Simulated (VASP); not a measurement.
# Ti (P6_3/mmc) in VASP: elastic constants with PBEsol

Aim: the elastic constants of Ti with PBEsol.

All numbers are computed with VASP 6.6.1; they aren't measurements. Logs are shortened: lines on timing, memory, paths and dates and some standing lists are left out, and cuts for length are marked.

## Step 1: The cell of the first run

Symmetry: P6_3/mmc, No. 194, hexagonal system. Conventional cell: a = 2.849 Å, b = 2.849 Å, c = 4.524 Å, α = 90.00°, β = 90.00°, γ = 120.00°. Within 3.7 Å of Ti (site symmetry -6m2) lie 12 Ti at 2.80 to 2.85 Å.

## Step 2: Elastic constants, PBEsol

The input, INCAR:

```
  PREC = Accurate
  ENCUT = 600
  EDIFF = 1E-8
  ISMEAR = -1
  SIGMA = 0.15
  LREAL = False
  LASPH = True
  NELM = 100
  ALGO = Normal
  ISIF = 3
  LWAVE = False
  LCHARG = False
  GGA = PS
  NBANDS = 19
  IBRION = 6
  NFREE = 2
  POTIM = 0.015
  NSW = 1
  KPAR = 4
```

The input, KPOINTS:

```
regular mesh
0
Gamma
  18 18 10
```

The input, POSCAR:

```
Ti
1.0
    2.8485852831      0.0000000000      0.0000000000
   -1.4242926415      2.4669472200      0.0000000000
    0.0000000000      0.0000000000      4.5241285600
Ti
2
Direct
    0.3333333333      0.6666666667      0.2500000000
    0.6666666667      0.3333333333      0.7500000000
```

Potentials or basis: VASP PAW PBE potentials, release 64 (Ti_sv).

Started as:

```sh
$ cat potpaw_PBE.64/Ti_sv/POTCAR > POTCAR
$ mpirun -np 4 vasp_std > vasp.out
```

OUTCAR:

```text
PREC = Accurate
   ENCUT = 600
   EDIFF = 1E-8
   ISMEAR = -1
   LREAL = False
   LASPH = True
   NELM = 100
   ISIF = 3
   GGA = PS
   IBRION = 6
   NFREE = 2
   POTIM = 0.015
   NSW = 1

 ion  position               nearest neighbor table
   1  0.333  0.667  0.250-   2 2.80   2 2.80   2 2.80   2 2.80   2 2.80   2 2.80
   2  0.667  0.333  0.750-   1 2.80   1 2.80   1 2.80   1 2.80   1 2.80   1 2.80

  LATTYP: Found a hexagonal cell.
 ALAT       =     2.8485852831
 C/A-ratio  =     1.5882019004

  Lattice vectors:

 A1 = (   2.8485852831,   0.0000000000,   0.0000000000)
 A2 = (  -1.4242926415,   2.4669472200,   0.0000000000)
 A3 = (   0.0000000000,   0.0000000000,   4.5241285600)

Analysis of symmetry for initial positions (statically):
=====================================================================
 Subroutine PRICEL returns:
 Original cell was already a primitive cell.

 Routine SETGRP: Setting up the symmetry group for a
 hexagonal supercell.

 Subroutine GETGRP returns: Found 24 space group operations
 (whereof 12 operations were pure point group operations)
 out of a pool of 24 trial point group operations.

The static configuration has the point symmetry D_3d.
 The point group associated with its full space group is D_6h.

Analysis of symmetry for dynamics (positions and initial velocities):
=====================================================================
 Subroutine PRICEL returns:
 Original cell was already a primitive cell.

 Routine SETGRP: Setting up the symmetry group for a
 hexagonal supercell.

 Subroutine GETGRP returns: Found 24 space group operations
 (whereof 12 operations were pure point group operations)
 out of a pool of 24 trial point group operations.

The dynamic configuration has the point symmetry D_3d.
 The point group associated with its full space group is D_6h.

 Subroutine INISYM returns: Found 24 space group operations
 (whereof 12 operations are pure point group operations),
 and found     1 'primitive' translations

----------------------------------------------------------------------------------------

                                     Primitive cell

  volume of cell :      31.7925

  direct lattice vectors                    reciprocal lattice vectors
     2.848585283  0.000000000  0.000000000     0.351051452  0.202679650  0.000000000
    -1.424292641  2.466947220  0.000000000     0.000000000  0.405359301  0.000000000
     0.000000000  0.000000000  4.524128560     0.000000000  0.000000000  0.221037043

  length of vectors
     2.848585283  2.848585283  4.524128560     0.405359301  0.405359301  0.221037043

  position of ions in fractional coordinates (direct lattice)
     0.333333333  0.666666667  0.250000000
     0.666666667  0.333333333  0.750000000

  ion indices of the primitive-cell ions
   primitive index   ion index
                 1           1
                 2           2

----------------------------------------------------------------------------------------

 KPOINTS: regular mesh

Automatic generation of k-mesh.
[... 111 lines left out ...]
  ext. energy  EPLUGINS =         0.00000000
  ---------------------------------------------------
  free energy    TOTEN  =       -16.72811288 eV

  energy without entropy =      -16.55591939  energy(sigma->0) =      -16.64201613

------------------------ aborting loop because EDIFF is reached ----------------------------------------

  FORCE on cell =-STRESS in cart. coord.  units (eV):
  Direction    XX          YY          ZZ          XY          YZ          ZX
  --------------------------------------------------------------------------------------
  -------------------------------------------------------------------------------------
  Total        1.3083278      1.3083278      1.3104366      0.0000000      0.0000000     -0.0000000
  in kB       65.9330428     65.9330428     66.0393160      0.0000000      0.0000000     -0.0000000
  external PRESSURE =      65.9684672 kB  Pullay stress =       0.0000000 kB
[... 89 lines left out ...]
  FREE ENERGIE OF THE ION-ELECTRON SYSTEM (eV)
  ---------------------------------------------------
  free  energy   TOTEN  =       -16.7034496405 eV

  energy  without entropy=      -16.5330619689  energy(sigma->0) =      -16.61825580

[... ionic steps 4 to 14 ...]

--------------------------------------- Ionic step       15  -------------------------------------------

 number of electron      24.0000003 magnetization

------------------------ aborting loop because EDIFF is reached ----------------------------------------
[... 67 lines left out ...]
--------------------------------------- Ionic step       17  -------------------------------------------

 number of electron      24.0000005 magnetization

 Free energy of the ion-electron system (eV)
  ---------------------------------------------------
  ext. energy  EPLUGINS =         0.00000000
  ---------------------------------------------------
  free energy    TOTEN  =       -16.72754761 eV

  energy without entropy =      -16.55545688  energy(sigma->0) =      -16.64150225

 E-fermi :   9.1295     XC(G=0): -12.0641

 val. band max:        9.1290205482   @ k =  -0.2778   0.6111   0.4000
 cond. band min:       9.1320619069   @ k =   0.0000   0.1667   0.1000
 fundamental gap:      0.0030413587
 Fermi energy:         9.1295353397

 k-point     1 :       0.0000    0.0000    0.0000
  band No.  band energies     occupation
      1     -47.2949      2.00000
      2     -47.0976      2.00000
      3     -24.0867      2.00000
      4     -23.2523      2.00000
      5     -23.2523      2.00000
      6     -23.1366      2.00000
[... 505 lines left out ...]
      6     -23.4779      2.00000
[... 11 lines left out ...]
     18      13.0839      0.00000
     19      13.9491      0.00000

 [... further k-points ...]
[... 5 lines left out ...]
  --------------------------------------------------------------------------------------
  -------------------------------------------------------------------------------------
  Total        1.3099296      1.3099296      1.3145214      0.0000000      0.0000000      0.0000000
  in kB       66.0137653     66.0137653     66.2451681      0.0000000      0.0000000      0.0000000
  external PRESSURE =      66.0908995 kB  Pullay stress =       0.0000000 kB
[... 17 lines left out ...]
  FREE ENERGIE OF THE ION-ELECTRON SYSTEM (eV)
  ---------------------------------------------------
  free  energy   TOTEN  =       -16.7275476083 eV

  energy  without entropy=      -16.5554568829  energy(sigma->0) =      -16.64150225

 INTERNAL STRAIN TENSORS FROM STRAINED CELLS
 ============================================

 INTERNAL STRAIN TENSOR FOR ION    1 for displacements in x,y,z  (eV/Angst):
          X           Y           Z          XY          YZ          ZX
  --------------------------------------------------------------------------------
  x    -0.00000     0.00000    -0.00000    -2.95427     0.00000     0.00000
  y    -2.95478     2.94980     0.00000    -0.00009     0.00011     0.00022
  z    -0.00000     0.00000     0.00000     0.00000     0.00125     0.00000

 INTERNAL STRAIN TENSORS FROM DISPLACED ATOMS
 ============================================

 INTERNAL STRAIN TENSOR FOR ION    1 for displacements in x,y,z  (eV/Angst):
          X           Y           Z          XY          YZ          ZX
  --------------------------------------------------------------------------------
  x    -0.00000     0.00000     0.00000    -2.96367     0.00000     0.00000
  y    -2.96367     2.96367     0.00000     0.00000     0.00000     0.00000
  z    -0.00000     0.00000    -0.00000    -0.00000    -0.00000    -0.00000

 INTERNAL STRAIN TENSOR FOR ION    2 for displacements in x,y,z  (eV/Angst):
          X           Y           Z          XY          YZ          ZX
  --------------------------------------------------------------------------------
  x     0.00000    -0.00000     0.00000     2.96367     0.00000     0.00000
  y     2.96367    -2.96367    -0.00000    -0.00000     0.00000     0.00000
  z     0.00000    -0.00000     0.00000     0.00000     0.00000     0.00000

 Eigenvectors and eigenvalues of the dynamical matrix
 ----------------------------------------------------

   1 f  =    7.165960 THz    45.025056 2PiTHz  239.030705 cm-1    29.636017 meV
             X         Y         Z           dx          dy          dz
     -0.000000  1.644631  1.131032     0.000000   -0.000000    0.707107
      1.424293  0.822316  3.393096     0.000000   -0.000000   -0.707107
[... 11 lines left out ...]
   4 f  =    0.000000 THz     0.000000 2PiTHz    0.000001 cm-1     0.000000 meV
             X         Y         Z           dx          dy          dz
     -0.000000  1.644631  1.131032    -0.693825    0.129255   -0.043586
      1.424293  0.822316  3.393096    -0.693825    0.129255   -0.043586

   5 f/i=    0.000000 THz     0.000000 2PiTHz    0.000001 cm-1     0.000000 meV
             X         Y         Z           dx          dy          dz
     -0.000000  1.644631  1.131032     0.131546    0.574249   -0.391067
      1.424293  0.822316  3.393096     0.131546    0.574249   -0.391067

   6 f/i=    0.000000 THz     0.000000 2PiTHz    0.000002 cm-1     0.000000 meV
             X         Y         Z           dx          dy          dz
     -0.000000  1.644631  1.131032     0.036088    0.391830    0.587509
      1.424293  0.822316  3.393096     0.036088    0.391830    0.587509

--------------------------------------------------------------------------------------------------------

 ELASTIC MODULI CONTR FROM IONIC RELAXATION (kBar)
 Direction    XX          YY          ZZ          XY          YZ          ZX
 --------------------------------------------------------------------------------
 XX        -454.5535    454.5535      0.0000     -0.0000     -0.0000     -0.0000
 YY         454.5535   -454.5535     -0.0000     -0.0000      0.0000      0.0000
 ZZ           0.0000     -0.0000     -0.0000     -0.0000     -0.0000     -0.0000
 XY          -0.0000     -0.0000     -0.0000   -454.5535     -0.0000     -0.0000
 YZ          -0.0000      0.0000     -0.0000     -0.0000     -0.0000     -0.0000
 ZX          -0.0000      0.0000     -0.0000     -0.0000     -0.0000     -0.0000
 --------------------------------------------------------------------------------

 TOTAL ELASTIC MODULI (kBar)
 Direction    XX          YY          ZZ          XY          YZ          ZX
 --------------------------------------------------------------------------------
 XX        1667.1177   1303.0392    946.8898      0.0000     -0.0000      0.0000
 YY        1303.0392   1667.1177    946.8898      0.0000     -0.0000      0.0000
 ZZ         946.8898    946.8898   2145.8020      0.0000     -0.0000     -0.0000
 XY           0.0000      0.0000      0.0000    182.0392     -0.0000      0.0000
 YZ          -0.0000     -0.0000     -0.0000      0.0000    343.4780      0.0000
 ZX           0.0000      0.0000     -0.0000      0.0000      0.0000    343.4779
 --------------------------------------------------------------------------------
```

Wall time 37 min (4 MPI ranks of Oxide Virtual Turin-like, shared host); peak memory 1 GiB.

Results:

| Property | Result |
| --- | --- |
| Voigt bulk modulus | 132 GPa |
| Highest phonon frequency at Γ | 239 cm⁻¹ |

Phonon frequencies in cm⁻¹ (negative: imaginary):
```csv
q point,frequencies
"(0.000, 0.000, 0.000)",0 0 0 105 105 239
```

Elastic tensor in Voigt notation (GPa, in the Cartesian axes of the cell as first typed):
```
167 130  95   0   0   0
130 167  95   0   0   0
 95  95 215   0   0   0
  0   0   0  34   0   0
  0   0   0   0  34   0
  0   0   0   0   0  18
```

Clamped-ion elastic tensor (GPa):
```
212  85  95   0   0   0
 85 212  95   0   0   0
 95  95 215   0   0   0
  0   0   0  34   0   0
  0   0   0   0  34   0
  0   0   0   0   0  64
```

Caveat: the cell is under stress, which shifts elastic constants; the PAW data sets were made with another functional, which shifts forces and pressure a little.
